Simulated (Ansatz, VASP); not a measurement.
One calculation of AlCo2, two programs

INCAR

```
ALGO = Normal ; EDIFF = 1E-6
ENCUT = 520 ; GGA = PE
ISIF = 2 ; ISMEAR = 0
ISPIN = 2 ; LASPH = True
LCHARG = False ; LMAXMIX = 4
LORBIT = 11 ; LREAL = False
LWAVE = False ; MAGMOM = 0 1.37 1.37
NBANDS = 22 ; NELM = 150
PREC = Accurate ; SIGMA = 0.1
```

Contents of KPOINTS:

```
k-points
0
Gamma
  12 12 18
```

The input POSCAR:

```
AlCo2
1.0
    4.0097579519      0.0000000000      0.0000000000
   -2.0048789760      3.4725522494      0.0000000000
    0.0000000000      0.0000000000      2.5711260477
Al Co
1 2
Direct
    0.0000000000      0.0000000000      0.0000000000
    0.3333333333      0.6666666667      0.5000000000
    0.6666666667      0.3333333333      0.5000000000
```

Input for Ansatz:

```yaml
crystal:
  lattice:
    - [4.0097579519, 0.0, 0.0]
    - [-2.004878976, 3.4725522494, 0.0]
    - [0.0, 0.0, 2.5711260477]
  atoms:
    - { symbol: Al, position: [0.0, 0.0, 0.0] }
    - { symbol: Co, position: [0.3333333333, 0.6666666667, 0.5], spin: 1.37 }
    - { symbol: Co, position: [0.6666666667, 0.3333333333, 0.5], spin: 1.37 }
basis:
  ecutwfc: 420
kpoints:
  mp_grid: { grid: [12, 12, 18] }
  band_path:
    path:
      - [[0.0, 0.0, 0.0], [0.5, 0.0, 0.0], [0.33333333, 0.33333333, 0.0], [0.0, 0.0, 0.0], [0.0, 0.0, 0.5], [0.5, 0.0, 0.5], [0.33333333, 0.33333333, 0.5], [0.0, 0.0, 0.5]]
      - [[0.5, 0.0, 0.5], [0.5, 0.0, 0.0]]
      - [[0.33333333, 0.33333333, 0.5], [0.33333333, 0.33333333, 0.0]]
    npoints: 14
hamiltonian:
  xc: pbe
scf:
  occupations: { method: gaussian, width: 0.1 }
  n_extra_bands: 7
output:
  forces: true
  stress: true
  eigenvalues: true
  populations: true
  dos: { projected: true, de: 0.02, nscf_kmesh: { grid: [15, 15, 22] } }
  bader: true
  write_density: true
  write_potential: true
  elf: true
  volumetric_format: npy
magnetization:
  spin_polarized: true
checkpoint:
  read: start.run
  write: ck
  compress: false
  write_wavefunctions: false
  write_every: 100000
```

Alike in both runs: task single point; functional PBE; k mesh 12 × 12 × 18; occupations gaussian, width 0.1 eV; collinear spin.

|  | VASP | Ansatz |
| --- | --- | --- |
| version | VASP 6.6.1 | Ansatz 0.2.0 |
| potentials or method | VASP PAW PBE potentials, release 64 (Al, Co), cutoff 520 eV | scalar-relativistic, plane waves, PAW |
| valence electrons in the cell | 21 | 37 |

|  | VASP | Ansatz | Ansatz less VASP |
| --- | --- | --- | --- |
| gap on the k mesh at the Fermi level (eV) | none | none | - |
| pressure (GPa) | -0.4 | 0.0 | +0.40 |
| traceless stress, the component that is largest in VASP (GPa) | 0.15 | 0.01 | -0.142 |
| net moment per atom (μB) | 0.78 | 0.79 | +0.008 |
| size of the moment on the site where the two differ most (μB) | 1.22 | 1.24 | +0.023 |

Site moments also hang on the region over which each program counts them. A gap of «none» marks a metal or a gap that the smearing closes. VASP's potentials hold 21 valence electrons a cell and Ansatz's 37, so a difference there can come from the potentials and not from the codes. Ansatz's warnings: stability check not made.
